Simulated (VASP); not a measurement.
## AlGa3N4: single point with LDA

The system is AlGa3N4.

```
Al Ga N
1.0
     4.33822    0.05157    0.05157
     0.05157    4.33822    0.05157
     0.05157    0.05157    4.33822
Al Ga N
1 3 4
Direct
  0.00000 0.00000 0.00000
  0.50000 0.50000 0.00000
  0.50000 0.00000 0.50000
  0.00000 0.50000 0.50000
  0.75481 0.75481 0.24519
  0.75481 0.24519 0.75481
  0.24519 0.75481 0.75481
  0.24519 0.24519 0.24519
```

```
Program             : VASP 6.6.1
Task                : single point
Functional          : LDA
Potentials or basis : VASP PAW LDA potentials, release 64 (Al, Ga_d, N)
Cutoff              : 520 eV
k mesh              : 6 × 6 × 6
Occupations         : gaussian, width 0.05 eV
Spin                : no spin polarisation
```

```yaml
Pressure: 16.0 GPa
Largest_force: 0.587 eV/Å
Band_gap_on_the_k_mesh: 2.91 eV
```

Forces on the atoms (eV/Å):
```
Al   0.274  0.274  0.274
Ga   0.287  0.287  0.276
Ga   0.287  0.276  0.287
Ga   0.276  0.287  0.287
N   -0.245 -0.245 -0.295
N   -0.245 -0.295 -0.245
N   -0.295 -0.245 -0.245
N   -0.339 -0.339 -0.339
```

Stress tensor (GPa, compression positive):
```
15.95 -5.93 -5.93
-5.93 15.95 -5.93
-5.93 -5.93 15.95
```

Levels at points of the mesh, in eV from the valence-band top:
| k point | band 29 | band 30 | band 31 | band 32 | band 33 | band 34 |
| --- | --- | --- | --- | --- | --- | --- |
| (0.00, 0.00, 0.00) | -0.18 | 0.00 | 0.00 | 2.91 | 3.32 | 3.32 |
| (0.50, 0.00, 0.00) | -1.59 | -1.50 | -1.24 | 5.15 | 5.22 | 6.24 |
| (0.50, 0.50, 0.00) | -1.15 | -1.02 | -0.73 | 7.14 | 7.37 | 7.40 |
| (0.50, 0.50, 0.50) | -0.84 | -0.71 | -0.71 | 5.40 | 5.40 | 5.70 |

Run time: 36 s on 1 thread of Intel(R) Xeon(R) 6975P-C (Granite Rapids), with other jobs on the host, peak memory 0.21 GiB.

Caveat: the cell stands under pressure.
